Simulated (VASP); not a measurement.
# CoSi (R3) in VASP: single point with PBEsol

Aim: the single point of CoSi with PBEsol.

Program: VASP 6.6.1. These are calculated values, not measurements. Logs are shortened: lines on timing, memory, paths and dates and some standing lists are left out, and cuts for length are marked.

## Step 1: The cell of the first run

Symmetry: R3, No. 146, trigonal system. Conventional cell: a = 6.202 Å, b = 6.202 Å, c = 7.596 Å, α = 90.00°, β = 90.00°, γ = 120.00°. Within 3.1 Å of Co (site symmetry 3) lie 7 Si at 2.33 to 2.36 Å and 6 Co at 2.63 to 2.81 Å. Within 3.0 Å of Co (site symmetry 1) lie 7 Si at 2.27 to 2.43 Å and 6 Co at 2.63 to 2.81 Å. Within 3.1 Å of Si (site symmetry 3) lie 7 Co at 2.34 to 2.43 Å and 6 Si at 2.66 to 2.73 Å. Within 3.0 Å of Si (site symmetry 1) lie 7 Co at 2.27 to 2.43 Å and 6 Si at 2.66 to 2.75 Å.

## Step 2: Single point, PBEsol (atoms displaced along a vibrational mode)

The input, INCAR:

```
PREC = Accurate ; ENCUT = 520
EDIFF = 1E-7 ; ISMEAR = 0
SIGMA = 0.15 ; LREAL = False
LASPH = True ; NELM = 60
ALGO = Normal ; ISIF = 2
LWAVE = False ; LCHARG = True
GGA = PS ; LELF = True
LVHAR = True ; NBANDS = 36
```

The input, KPOINTS:

```
Automatic mesh
0
Gamma
  10 10 10
```

The input, POSCAR:

```
CoSi
1.0
    4.3858255181      0.0000000000      0.0000000000
    0.0000000000      4.3858255181      0.0000000000
    0.0000000000      0.0000000000      4.3858255181
Co Si
4 4
Direct
    0.1588086809      0.1588086809      0.1588086809
    0.3592163078      0.8501867644      0.6331730969
    0.6331730969      0.3592163078      0.8501867644
    0.8501867644      0.6331730969      0.3592163078
    0.8476812395      0.8476812395      0.8476812395
    0.6592428449      0.1526464796      0.3375234850
    0.3375234850      0.6592428449      0.1526464796
    0.1526464796      0.3375234850      0.6592428449
```

Potentials or basis: VASP PAW PBE potentials, release 64 (Co, Si).

Launch:

```
cat potpaw_PBE.64/Co/POTCAR potpaw_PBE.64/Si/POTCAR > POTCAR
mpirun -np 1 vasp_std > vasp.out
```

OUTCAR:

```text
PREC = Accurate
   ENCUT = 520
   EDIFF = 1E-7
   ISMEAR = 0
   LREAL = False
   LASPH = True
   NELM = 60
   ISIF = 2
   GGA = PS

 ion  position               nearest neighbor table
   1  0.159  0.159  0.159-   6 2.33   7 2.33   8 2.33   6 2.33   7 2.33   8 2.33   5 2.36   3 2.63
                             4 2.63   2 2.63   2 2.81   4 2.81   3 2.81
   2  0.359  0.850  0.633-   7 2.27   6 2.27   8 2.32   5 2.34   8 2.43   7 2.43   5 2.43   1 2.63
                             3 2.64   4 2.64   4 2.71   3 2.71   1 2.81
   3  0.633  0.359  0.850-   8 2.27   7 2.27   6 2.32   5 2.34   6 2.43   8 2.43   5 2.43   1 2.63
                             2 2.64   4 2.64   2 2.71   4 2.71   1 2.81
   4  0.850  0.633  0.359-   6 2.27   8 2.27   7 2.32   5 2.34   7 2.43   6 2.43   5 2.43   1 2.63
                             2 2.64   3 2.64   2 2.71   3 2.71   1 2.81
   5  0.848  0.848  0.848-   2 2.34   3 2.34   4 2.34   1 2.36   3 2.43   4 2.43   2 2.43   6 2.66
                             7 2.66   8 2.66   6 2.73   8 2.73   7 2.73
   6  0.659  0.153  0.338-   4 2.27   2 2.27   3 2.32   1 2.33   1 2.33   3 2.43   4 2.43   5 2.66
                             7 2.71   8 2.71   5 2.73   7 2.75   8 2.75
   7  0.338  0.659  0.153-   2 2.27   3 2.27   4 2.32   1 2.33   1 2.33   4 2.43   2 2.43   5 2.66
                             6 2.71   8 2.71   5 2.73   8 2.75   6 2.75
   8  0.153  0.338  0.659-   3 2.27   4 2.27   2 2.32   1 2.33   1 2.33   2 2.43   3 2.43   5 2.66
                             6 2.71   7 2.71   5 2.73   7 2.75   6 2.75

  LATTYP: Found a simple cubic cell.
 ALAT       =     4.3858255181

  Lattice vectors:

 A1 = (   4.3858255181,   0.0000000000,   0.0000000000)
 A2 = (   0.0000000000,   4.3858255181,   0.0000000000)
 A3 = (   0.0000000000,   0.0000000000,   4.3858255181)

Analysis of symmetry for initial positions (statically):
=====================================================================
 Subroutine PRICEL returns:
 Original cell was already a primitive cell.

 Routine SETGRP: Setting up the symmetry group for a
 simple cubic supercell.

 Subroutine GETGRP returns: Found  3 space group operations
 (whereof  3 operations were pure point group operations)
 out of a pool of 48 trial point group operations.

The static configuration has the point symmetry C_3 .

Analysis of symmetry for dynamics (positions and initial velocities):
=====================================================================
 Subroutine PRICEL returns:
 Original cell was already a primitive cell.

 Routine SETGRP: Setting up the symmetry group for a
 simple cubic supercell.

 Subroutine GETGRP returns: Found  3 space group operations
 (whereof  3 operations were pure point group operations)
 out of a pool of 48 trial point group operations.

The dynamic configuration has the point symmetry C_3 .

 Subroutine INISYM returns: Found  3 space group operations
 (whereof  3 operations are pure point group operations),
 and found     1 'primitive' translations

----------------------------------------------------------------------------------------

                                     Primitive cell

  volume of cell :      84.3634

  direct lattice vectors                    reciprocal lattice vectors
     4.385825518  0.000000000  0.000000000     0.228007246  0.000000000  0.000000000
     0.000000000  4.385825518  0.000000000     0.000000000  0.228007246  0.000000000
     0.000000000  0.000000000  4.385825518     0.000000000  0.000000000  0.228007246

  length of vectors
     4.385825518  4.385825518  4.385825518     0.228007246  0.228007246  0.228007246

  position of ions in fractional coordinates (direct lattice)
     0.158808681  0.158808681  0.158808681
     0.359216308  0.850186764  0.633173097
     0.633173097  0.359216308  0.850186764
     0.850186764  0.633173097  0.359216308
     0.847681239  0.847681239  0.847681239
     0.659242845  0.152646480  0.337523485
     0.337523485  0.659242845  0.152646480
     0.152646480  0.337523485  0.659242845

  ion indices of the primitive-cell ions
   primitive index   ion index
                 1           1
                 2           2
                 3           3
                 4           4
                 5           5
                 6           6
                 7           7
                 8           8

----------------------------------------------------------------------------------------

 KPOINTS: Automatic mesh

Automatic generation of k-mesh.
 Grid dimensions read from file:
 generate k-points for:   10   10   10

 Generating k-lattice:

  Cartesian coordinates                     Fractional coordinates (reciprocal lattice)
     0.022800725  0.000000000  0.000000000     0.100000000  0.000000000  0.000000000
     0.000000000  0.022800725  0.000000000     0.000000000  0.100000000  0.000000000
     0.000000000  0.000000000  0.022800725     0.000000000  0.000000000  0.100000000

  Length of vectors
     0.022800725  0.022800725  0.022800725

  Shift w.r.t. Gamma in fractional coordinates (k-lattice)
     0.000000000  0.000000000  0.000000000

 Subroutine IBZKPT returns following result:
 ===========================================

 Found    172 irreducible k-points:

 Following reciprocal coordinates:
            Coordinates               Weight
  0.000000  0.000000  0.000000      1.000000
  0.100000  0.000000  0.000000      6.000000
  0.200000  0.000000  0.000000      6.000000
  0.300000  0.000000  0.000000      6.000000
  0.400000  0.000000  0.000000      6.000000
  0.500000  0.000000  0.000000      3.000000
[... 16 lines left out ...]
  0.200000  0.200000  0.000000      6.000000
 -0.200000  0.200000  0.000000      6.000000
 [... further k-points ...]
   k-points           NKPTS =    172   k-points in BZ     NKDIM =    172   number of bands    NBANDS=     36
   number of dos      NEDOS =    301   number of ions     NIONS =      8
   total plane-waves  NPLWV =  46656
   dimension x,y,z NGX =    36 NGY =   36 NGZ =   36
   dimension x,y,z NGXF=    72 NGYF=   72 NGZF=   72
   ions per type =               4   4
   NGX,Y,Z   is equivalent  to a cutoff of  13.65, 13.65, 13.65 a.u.
   NGXF,Y,Z  is equivalent  to a cutoff of  27.29, 27.29, 27.29 a.u.
 SYSTEM =  unknown system
   PREC   = accura    normal or accurate (medium, high low for compatibility)
   ISTART =      0    job   : 0-new  1-cont  2-samecut
   ICHARG =      2    charge: 1-file 2-atom 10-const
   ISPIN  =      1    spin polarized calculation?
   LNONCOLLINEAR =      F non collinear calculations
   LSORBIT =      F    spin-orbit coupling
   LASPH  =      T    aspherical Exc in radial PAW
   ENCUT  =  520.0 eV  38.22 Ry    6.18 a.u.   8.15  8.15  8.15*2*pi/ulx,y,z
   NELM   =     60;   NELMIN=  2; NELMDL= -5     # of ELM steps
   EDIFF  = 0.1E-06   stopping-criterion for ELM
   LREAL  =      F    real-space projection
   EDIFFG = 0.1E-05   stopping-criterion for IOM
   NSW    =      0    number of steps for IOM
   IBRION =     -1    ionic relax: 0-MD 1-quasi-New 2-CG
   NFREE  =      0    steps in history (QN), initial steepest desc. (CG)
   ISIF   =      2    stress and relaxation
   ISYM   =      2    0-nonsym 1-usesym 2-fastsym
   POTIM  = 0.5000    time-step for ionic-motion
   TEBEG  =    0.0;   TEEND  =   0.0 temperature during run
   PSTRESS=    0.0 pullay stress
   NELECT =      52.0000    total number of electrons
   NUPDOWN=      -1.0000    fix difference up-down
   EMIN   =  10.00;   EMAX   =-10.00  energy-range for DOS
   EFERMI =   0.00;   METHOD = LEGACY
   ISMEAR =     0;   SIGMA  =   0.15  broadening in eV -4-tet -1-fermi 0-gaus
   EFERMI_NEDOS =   21; number of points for ismear=-14 and -15
   IALGO  =     38    algorithm
   IMIX   =      4    mixing-type and parameters
     AMIX     =   0.40;   BMIX     =  1.00
     AMIX_MAG =   1.60;   BMIX_MAG =  1.00
  volume/ion in A,a.u.               =      10.55        71.16
  Fermi-wavevector in a.u.,A,eV,Ry     =   1.393236  2.632834 26.410347  1.941106
  Thomas-Fermi vector in A             =   2.516901
   LORBIT       =      0    0 simple, 1 ext, 2 COOP (PROOUT), +10 PAW based schemes
   GGA     = PS    functional components
   LHFCALC =     F    Hartree Fock is set to
   AEXX    =    0.0000 exact exchange contribution
   IVDW    =     0    specifies the selected vdW correction
   LEPSILON=     F    determine dielectric tensor
   LRPA    =     F    only Hartree local field effects (RPA)
 non-spin polarized calculation
 Gauss-broadening in eV      SIGMA  =   0.15
  energy-cutoff  :      520.00
  volume of cell :       84.36
 maximum number of plane-waves:      2301
 NGX is ok and might be reduce to    36
   NGX = 17   NGY = 17   NGZ = 17

 number of electron      51.9999996 magnetization

 Free energy of the ion-electron system (eV)
  ---------------------------------------------------
  ext. energy  EPLUGINS =         0.00000000
  ---------------------------------------------------
  free energy    TOTEN  =       -59.66985489 eV

  energy without entropy =      -59.65384989  energy(sigma->0) =      -59.66185239

 E-fermi :  12.5066     XC(G=0): -13.1276

 val. band max:       12.4872458404   @ k =   0.5000   0.5000   0.4000
 cond. band min:      12.5436761132   @ k =  -0.4000   0.4000   0.4000
 fundamental gap:      0.0564302728
 Fermi energy:        12.5066435440

 k-point     1 :       0.0000    0.0000    0.0000
  band No.  band energies     occupation
      1      -1.4564      2.00000
      2       4.1106      2.00000
      3       4.1106      2.00000
      4       4.2491      2.00000
      5       6.8319      2.00000
      6       6.8319      2.00000
[... 28 lines left out ...]
     35      16.1947      0.00000
     36      17.4325      0.00000

 k-point     2 :       0.1000    0.0000    0.0000
  band No.  band energies     occupation
      1      -1.3800      2.00000
      2       3.5290      2.00000
      3       4.2023      2.00000
      4       4.6371      2.00000
      5       6.4604      2.00000
      6       6.8807      2.00000
[... 28 lines left out ...]
     35      16.4829      0.00000
     36      17.7197      0.00000

 k-point     3 :       0.2000    0.0000    0.0000
  band No.  band energies     occupation
      1      -1.1523      2.00000
      2       2.7640      2.00000
      3       4.3436      2.00000
      4       5.0240      2.00000
      5       6.2478      2.00000
      6       6.9981      2.00000
[... 28 lines left out ...]
     35      17.1245      0.00000
     36      17.8580      0.00000

 k-point     4 :       0.3000    0.0000    0.0000
  band No.  band energies     occupation
      1      -0.7779      2.00000
      2       1.9332      2.00000
      3       4.5694      2.00000
      4       5.3553      2.00000
      5       6.1411      2.00000
      6       7.0865      2.00000
[... 28 lines left out ...]
     35      17.3762      0.00000
     36      18.2559      0.00000

 k-point     5 :       0.4000    0.0000    0.0000
  band No.  band energies     occupation
      1      -0.2654      2.00000
      2       1.1194      2.00000
      3       4.8614      2.00000
      4       5.4512      2.00000
      5       6.2144      2.00000
      6       6.9322      2.00000
[... 655 lines left out ...]
 k-point    22 :      -0.1000    0.5000    0.0000
  band No.  band energies     occupation
      1       0.3973      2.00000
      2       0.4899      2.00000
      3       4.9167      2.00000
      4       5.0530      2.00000
      5       6.4670      2.00000
      6       6.5185      2.00000
[... 28 lines left out ...]
     35      17.7774      0.00000
     36      17.9973      0.00000

 k-point    23 :       0.2000    0.2000    0.0000
  band No.  band energies     occupation
      1      -0.8515      2.00000
      2       2.6451      2.00000
      3       3.6466      2.00000
      4       5.3312      2.00000
      5       6.2213      2.00000
      6       6.7249      2.00000
[... 28 lines left out ...]
     35      17.3277      0.00000
     36      17.4833      0.00000

 k-point    24 :      -0.2000    0.2000    0.0000
  band No.  band energies     occupation
      1      -0.8526      2.00000
      2       2.6855      2.00000
      3       3.5687      2.00000
      4       5.3839      2.00000
      5       6.2134      2.00000
      6       6.7380      2.00000
[... 28 lines left out ...]
     35      17.4054      0.00000
     36      17.5835      0.00000

 [... further k-points ...]

------------------------ aborting loop because EDIFF is reached ----------------------------------------

  FORCE on cell =-STRESS in cart. coord.  units (eV):
  Direction    XX          YY          ZZ          XY          YZ          ZX
  --------------------------------------------------------------------------------------
  -------------------------------------------------------------------------------------
  Total        0.5257226      0.5257226      0.5257226      0.2287145      0.2287145      0.2287145
  in kB        9.9841978      9.9841978      9.9841978      4.3436042      4.3436042      4.3436042
  external PRESSURE =       9.9841978 kB  Pullay stress =       0.0000000 kB

 VOLUME and BASIS-vectors are now :
 -----------------------------------------------------------------------------
  energy-cutoff  :      520.00
  volume of cell :       84.36
      direct lattice vectors                 reciprocal lattice vectors
     4.385825518  0.000000000  0.000000000     0.228007246  0.000000000  0.000000000
     0.000000000  4.385825518  0.000000000     0.000000000  0.228007246  0.000000000
     0.000000000  0.000000000  4.385825518     0.000000000  0.000000000  0.228007246

 POSITION                                       TOTAL-FORCE (eV/Angst)
 -----------------------------------------------------------------------------------
      0.69651      0.69651      0.69651        -0.782999     -0.782999     -0.782999
      1.57546      3.72877      2.77699        -0.288160      0.235145      0.753117
      2.77699      1.57546      3.72877         0.753117     -0.288160      0.235145
      3.72877      2.77699      1.57546         0.235145      0.753117     -0.288160
      3.71778      3.71778      3.71778        -0.159127     -0.159127     -0.159127
      2.89132      0.66948      1.48032        -0.016848      0.086007      0.172866
      1.48032      2.89132      0.66948         0.172866     -0.016848      0.086007
      0.66948      1.48032      2.89132         0.086007      0.172866     -0.016848
 -----------------------------------------------------------------------------------
    total drift:                                0.000060      0.000060      0.000060

  FREE ENERGIE OF THE ION-ELECTRON SYSTEM (eV)
  ---------------------------------------------------
  free  energy   TOTEN  =       -59.6698548926 eV

  energy  without entropy=      -59.6538498858  energy(sigma->0) =      -59.66185239
```

Wall time 6.7 min (1 thread of Intel Xeon Platinum 8488C (Sapphire Rapids), shared host); peak memory 0.49 GiB.

What came out:

| Property | Result |
| --- | --- |
| Free energy | -59.6699 eV |
| Pressure | 1.0 GPa |
| Largest force | 1.356 eV/Å |
| Band gap on the k mesh | zero (bands 26 and 27 overlap by 0.33 eV) |

Forces on the atoms (eV/Å):
```
Co  -0.783 -0.783 -0.783
Co  -0.288  0.235  0.753
Co   0.753 -0.288  0.235
Co   0.235  0.753 -0.288
Si  -0.159 -0.159 -0.159
Si  -0.017  0.086  0.173
Si   0.173 -0.017  0.086
Si   0.086  0.173 -0.017
```

Caveat: the cell differs from its parent crystal (atoms displaced along a vibrational mode); the PAW data sets were made with another functional, which shifts forces and pressure a little; the run has no spin polarisation, though such a crystal can be magnetic. Spin polarisation is off, so any magnetic state and its effect on volume and gap are missing.
